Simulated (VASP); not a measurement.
Runs of VASP 6.6.1 on Zr. The structure is that of space group Fm-3m (No. 225), or close to it. The cells are those of the table. This isn't the form of Zr at room conditions, which is hcp.

```csv
cell,gap on the mesh (eV),pressure (GPa),moment (μB)
"a = 3.203 Å, angles 60.0°, 1 atom",none,0.6,0.00
"a = 3.116 Å, angles 60.0°, 1 atom",none,9.1,0.00
"a = 3.070 Å, angles 60.0°, 1 atom",none,14.4,0.00
"a = 3.327 Å, angles 60.0°, 1 atom",none,(a),0.00
"a = 3.160 Å, angles 60.0°, 1 atom",none,4.5,0.00
"a = 3.246 Å, angles 60.0°, 1 atom",none,(b),0.00
"a = 3.287 Å, angles 60.0°, 1 atom",none,-5.8,0.00
```

Alike in all rows: task single point; level r2SCAN; potentials or basis VASP PAW PBE potentials, release 64 (Zr_sv); spin collinear; k mesh 13 × 13 × 13; cutoff (eV) 520; smearing fermi-dirac 0.05 eV.

**Question.** Fill in the values left out.

**Answer.** (a) -8.3; (b) -2.9.

Caveats: the PAW data sets were made with another functional, which shifts forces and pressure a little; the cell stands under pressure (at least some runs); the cell stands under tension (at least some runs).

A k mesh can miss the band edges, and the runs leave out spin-orbit coupling on Zr.

A gap of «none» marks levels without a gap at the run's occupations.
